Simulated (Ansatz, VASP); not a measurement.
## One calculation of Al2Ru, two programs

```
Al Ru
1.0
    -1.56042    1.56042    4.22181
     1.56042   -1.56042    4.22181
     1.56042    1.56042   -4.22181
Al Ru
2 1
Direct
  0.65920 0.65920 0.00000
  0.34080 0.34080 0.00000
  0.00000 0.00000 0.00000
```

Alike in both runs: task single point; functional PBEsol; k mesh 18 × 18 × 18; no spin polarisation.

```csv
,VASP,Ansatz
version,VASP 6.6.1,Ansatz 0.2.0
potentials or method,"VASP PAW PBE potentials, release 64 (Al, Ru_pv), cutoff 520 eV","scalar-relativistic, plane waves, PAW"
occupations,"methfessel-paxton of order 1, width 0.5 eV","cold, width 0.5 eV"
valence electrons in the cell,20,22
```

Ansatz gave:

* gap on the k mesh at the Fermi level (eV): none
* pressure (GPa): -0.6
* traceless stress, the component that is largest in VASP (GPa): -0.84
* rms of the force components (eV/Å): 0.058

Problem. What did VASP give for the same quantities?

Solution. gap on the k mesh at the Fermi level (eV): none; pressure (GPa): -0.4; traceless stress, the component that is largest in VASP (GPa): -0.49; rms of the force components (eV/Å): 0.026.

VASP's potentials were made for PBE, not for PBEsol. Atom by atom the forces differ by 0.032 eV/Å (rms over components). A gap of «none» marks a metal or a gap that the smearing closes. VASP's potentials hold 20 valence electrons a cell and Ansatz's 22, so a difference there can come from the potentials and not from the codes.
